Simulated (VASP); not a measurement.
# Fe2O3 (R-3c) in VASP: single point with PBEsol

Aim: the single point of Fe2O3 with PBEsol.

All numbers are computed with VASP 6.6.1; they aren't measurements. Logs are shortened: lines on timing, memory, paths and dates and some standing lists are left out, and cuts for length are marked.

## (1) The cell of the first run

It takes space group R-3c (No. 167, trigonal). Conventional cell: a = 5.038 Å, b = 5.038 Å, c = 13.772 Å, α = 90.00°, β = 90.00°, γ = 120.00°. Within 2.6 Å of Fe (site symmetry 3) lie 6 O at 1.95 to 2.12 Å. Within 2.9 Å of O (site symmetry 2) lie 4 Fe at 1.95 to 2.12 Å and 8 O at 2.67 to 2.89 Å.

## (2) Single point, PBEsol, collinear spin, ferromagnetic start

INCAR reads:

```
SYSTEM = Fe2O3
  ALGO = Normal
  EDIFF = 1E-6
  ENCUT = 520
  GGA = PS
  ISIF = 2
  ISMEAR = -1
  ISPIN = 2
  LASPH = .True.
  LCHARG = .True.
  LELF = .True.
  LMAXMIX = 4
  LORBIT = 11
  LREAL = .False.
  LVHAR = .True.
  LWAVE = .False.
  MAGMOM = 3 3 3 3 0 0 0 0 0 0
  NBANDS = 49
  NELM = 150
  PREC = Accurate
  SIGMA = 0.05
```

KPOINTS reads:

```
k-points
0
Gamma
  7 7 7
  0 0 0
```

POSCAR reads:

```
Fe2O3
1.0
    2.5190000000      1.4543453281      4.5906666667
   -2.5190000000      1.4543453281      4.5906666667
    0.0000000000     -2.9086906562      4.5906666667
Fe O
4 6
Direct
    0.3553000000      0.3553000000      0.3553000000
    0.1447000000      0.1447000000      0.1447000000
    0.6447000000      0.6447000000      0.6447000000
    0.8553000000      0.8553000000      0.8553000000
    0.5559000000      0.2500000000      0.9441000000
    0.2500000000      0.9441000000      0.5559000000
    0.9441000000      0.5559000000      0.2500000000
    0.4441000000      0.7500000000      0.0559000000
    0.7500000000      0.0559000000      0.4441000000
    0.0559000000      0.4441000000      0.7500000000
```

Potentials or basis: VASP PAW PBE potentials, release 64 (Fe, O).

Started as:

```bash
> cat potpaw_PBE.64/Fe/POTCAR potpaw_PBE.64/O/POTCAR > POTCAR
> mpirun -np 1 vasp_std > vasp.out
```

OUTCAR:

```text
SYSTEM = Fe2O3
   EDIFF = 1E-6
   ENCUT = 520
   GGA = PS
   ISIF = 2
   ISMEAR = -1
   ISPIN = 2
   LASPH = .True.
   LORBIT = 11
   LREAL = .False.
   NELM = 150
   PREC = Accurate

 ion  position               nearest neighbor table
   1  0.355  0.355  0.355-   9 1.95  10 1.95   8 1.95   7 2.12   5 2.12   6 2.12   2 2.90   3 2.97
                             3 2.97   3 2.97
   2  0.145  0.145  0.145-   8 1.95  10 1.95   9 1.95   7 2.12   5 2.12   6 2.12   1 2.90   4 2.97
                             4 2.97   4 2.97
   3  0.645  0.645  0.645-   6 1.95   7 1.95   5 1.95  10 2.12   9 2.12   8 2.12   4 2.90   1 2.97
                             1 2.97   1 2.97
   4  0.855  0.855  0.855-   5 1.95   7 1.95   6 1.95  10 2.12   9 2.12   8 2.12   3 2.90   2 2.97
                             2 2.97   2 2.97
   5  0.556  0.250  0.944-   4 1.95   3 1.95   1 2.12   2 2.12
   6  0.250  0.944  0.556-   3 1.95   4 1.95   1 2.12   2 2.12
   7  0.944  0.556  0.250-   3 1.95   4 1.95   1 2.12   2 2.12
   8  0.444  0.750  0.056-   2 1.95   1 1.95   3 2.12   4 2.12
   9  0.750  0.056  0.444-   1 1.95   2 1.95   3 2.12   4 2.12
  10  0.056  0.444  0.750-   1 1.95   2 1.95   3 2.12   4 2.12

  LATTYP: Found a trigonal (rhomboedric) cell.
 ALAT       =     5.4345838643
 COS(alpha) =     0.5703114900

  Lattice vectors:

 A1 = (   2.5190000000,   1.4543453281,   4.5906666667)
 A2 = (  -2.5190000000,   1.4543453281,   4.5906666667)
 A3 = (   0.0000000000,  -2.9086906562,   4.5906666667)

Analysis of symmetry for initial positions (statically):
=====================================================================
 Subroutine PRICEL returns:
 Original cell was already a primitive cell.

 Routine SETGRP: Setting up the symmetry group for a
 trigonal (rhombohedral) supercell.

 Subroutine GETGRP returns: Found 12 space group operations
 (whereof  6 operations were pure point group operations)
 out of a pool of 12 trial point group operations.

The static configuration has the point symmetry S_6 .
 The point group associated with its full space group is D_3d.

Analysis of symmetry for dynamics (positions and initial velocities):
=====================================================================
 Subroutine PRICEL returns:
 Original cell was already a primitive cell.

 Routine SETGRP: Setting up the symmetry group for a
 trigonal (rhombohedral) supercell.

 Subroutine GETGRP returns: Found 12 space group operations
 (whereof  6 operations were pure point group operations)
 out of a pool of 12 trial point group operations.

The dynamic configuration has the point symmetry S_6 .
[... 179 lines left out ...]

 val. band max:        4.1901296896   @ k =  -0.4286   0.4286   0.4286
 cond. band min:       4.1950448781   @ k =   0.4286   0.2857   0.2857
 fundamental gap:      0.0049151885
 Fermi energy:         4.1944645521

 spin component 1

 k-point     1 :       0.0000    0.0000    0.0000
  band No.  band energies     occupation
      1     -15.8404      1.00000
      2     -14.3100      1.00000
      3     -14.2249      1.00000
      4     -14.2249      1.00000
      5     -14.2006      1.00000
      6     -14.2006      1.00000
[... 1165 lines left out ...]
     45       9.8827      0.00000
     46      12.2110      0.00000

 [... further k-points ...]

 spin component 2

 k-point     1 :       0.0000    0.0000    0.0000
  band No.  band energies     occupation
      1     -15.5453      1.00000
      2     -14.0224      1.00000
      3     -13.9113      1.00000
      4     -13.9113      1.00000
      5     -13.9035      1.00000
      6     -13.9035      1.00000
[... 1165 lines left out ...]
     45      10.4505      0.00000
     46      12.7378      0.00000

 [... further k-points ...]

 [bands above 46 left out]

------------------------ aborting loop because EDIFF is reached ----------------------------------------

  FORCE on cell =-STRESS in cart. coord.  units (eV):
  Direction    XX          YY          ZZ          XY          YZ          ZX
  --------------------------------------------------------------------------------------
  -------------------------------------------------------------------------------------
  Total       -8.5512426     -8.5512426     -8.2972079      0.0000000      0.0000000      0.0000000
  in kB     -135.7741506   -135.7741506   -131.7406607      0.0000000      0.0000000      0.0000000
  external PRESSURE =    -134.4296540 kB  Pullay stress =       0.0000000 kB

 VOLUME and BASIS-vectors are now :
 -----------------------------------------------------------------------------
  energy-cutoff  :      520.00
  volume of cell :      100.91
      direct lattice vectors                 reciprocal lattice vectors
     2.519000000  1.454345328  4.590666667     0.198491465  0.114599101  0.072611095
    -2.519000000  1.454345328  4.590666667    -0.198491465  0.114599101  0.072611095
     0.000000000 -2.908690656  4.590666667     0.000000000 -0.229198201  0.072611095

 POSITION                                       TOTAL-FORCE (eV/Angst)
 -----------------------------------------------------------------------------------
      0.00000      0.00000      4.89319         0.000000     -0.000000     -0.983300
      0.00000      0.00000      1.99281         0.000000      0.000000      0.983300
      0.00000      0.00000      8.87881         0.000000      0.000000      0.983300
      0.00000      0.00000     11.77919         0.000000      0.000000     -0.983300
      0.77056     -1.57404      8.03367         0.058949      0.102103     -0.000000
     -1.74844      0.11969      8.03367         0.058949     -0.102103     -0.000000
      0.97788      1.45435      8.03367        -0.117898      0.000000     -0.000000
     -0.77056      1.57404      5.73833        -0.058949     -0.102103     -0.000000
      1.74844     -0.11969      5.73833        -0.058949      0.102103     -0.000000
     -0.97788     -1.45435      5.73833         0.117898      0.000000     -0.000000
 -----------------------------------------------------------------------------------
    total drift:                               -0.000000      0.000000     -0.000000

  FREE ENERGIE OF THE ION-ELECTRON SYSTEM (eV)
  ---------------------------------------------------
  free  energy   TOTEN  =       -77.9721787257 eV

  energy  without entropy=      -77.8676564529  energy(sigma->0) =      -77.91991759

 total charge

# of ion       s       p       d       tot
------------------------------------------
    1        0.366   0.517   6.022   6.905
    2        0.366   0.517   6.022   6.905
    3        0.366   0.517   6.022   6.905
    4        0.366   0.517   6.022   6.905
    5        1.567   3.378   0.000   4.946
    6        1.567   3.378   0.000   4.946
    7        1.567   3.378   0.000   4.946
    8        1.567   3.378   0.000   4.946
    9        1.567   3.378   0.000   4.946
   10        1.567   3.378   0.000   4.946
--------------------------------------------------
tot         10.867  22.340  24.089  57.297

 magnetization (x)

# of ion       s       p       d       tot
------------------------------------------
    1        0.024   0.035   2.966   3.024
    2        0.024   0.035   2.966   3.024
    3        0.024   0.035   2.966   3.024
    4        0.024   0.035   2.966   3.024
    5        0.020   0.114   0.000   0.134
    6        0.020   0.114   0.000   0.134
    7        0.020   0.114   0.000   0.134
    8        0.020   0.114   0.000   0.134
    9        0.020   0.114   0.000   0.134
   10        0.020   0.114   0.000   0.134
--------------------------------------------------
tot          0.213   0.825  11.862  12.900
```

OSZICAR:

```text
N       E                     dE             d eps       ncg     rms          rms(c)
DAV:   1     0.796105815309E+03    0.79611E+03   -0.30891E+04  8624   0.165E+03
DAV:   2     0.399733335580E+02   -0.75613E+03   -0.69039E+03  8952   0.426E+02
[... 12 lines left out ...]
DAV:  15    -0.779718445659E+02   -0.63820E-04   -0.56510E-05 11462   0.485E-02    0.234E-01
DAV:  16    -0.779721833738E+02   -0.33881E-03   -0.50282E-04 12268   0.340E-01    0.137E-01
DAV:  17    -0.779721557831E+02    0.27591E-04   -0.68604E-04 13639   0.369E-01    0.539E-02
DAV:  18    -0.779721793589E+02   -0.23576E-04   -0.14603E-04 12275   0.106E-01    0.180E-02
DAV:  19    -0.779721790677E+02    0.29114E-06   -0.21186E-05 12662   0.293E-02    0.963E-03
DAV:  20    -0.779721787257E+02    0.34201E-06   -0.25071E-06  5850   0.181E-02
   1 F= -.77972179E+02 E0= -.77919918E+02  d E =-.104522E+00  mag=    13.2933
```

stdout:

```text
POSCAR found type information on POSCAR FeO
 POSCAR found :  2 types and      10 ions
 scaLAPACK will be used
 -----------------------------------------------------------------------------
|                                                                             |
|                                                                             |
|     You enforced a specific xc type in the INCAR file but a different       |
|     I HOPE YOU KNOW WHAT YOU ARE DOING!                                     |
|                                                                             |
 -----------------------------------------------------------------------------

 LDA part: xc-table for (Slater+PW92), standard interpolation
 POSCAR, INCAR and KPOINTS ok, starting setup
 FFT: planning ... GRIDC
 FFT: planning ... GRID_SOFT
 FFT: planning ... GRID
 WAVECAR not read
 entering main loop
```

Wall time 17 min (1 thread of Oxide Virtual Turin-like, shared host); peak memory 0.45 GiB.

What came out:

| Quantity | Value |
| --- | --- |
| Free energy | -77.9722 eV |
| Pressure | -13.4 GPa |
| Largest force | 0.983 eV/Å |
| Net moment | 13.29 μB per cell |
| Site moments | Fe +3.02; O +0.13 μB |
| Valence electrons inside the program's atomic spheres | Fe 6.91; O 4.95 |

Forces in eV/Å, atoms in the order of the input:
```
Fe   0.000  0.000 -0.983
Fe   0.000  0.000  0.983
Fe   0.000  0.000  0.983
Fe   0.000  0.000 -0.983
O    0.059  0.102  0.000
O    0.059 -0.102  0.000
O   -0.118  0.000  0.000
O   -0.059 -0.102  0.000
O   -0.059  0.102  0.000
O    0.118  0.000  0.000
```

Caveat: the cell stands under tension; the PAW data sets were made with another functional, which shifts forces and pressure a little; semilocal functionals often make such compounds metallic where correlation or magnetic order opens a gap, which also shifts bond lengths; only a ferromagnetic start was run, and an antiferromagnetic order may lie lower in energy. With open d or f shells a metallic result of PBEsol can be an artefact of self-interaction; +U or a hybrid may open a gap.
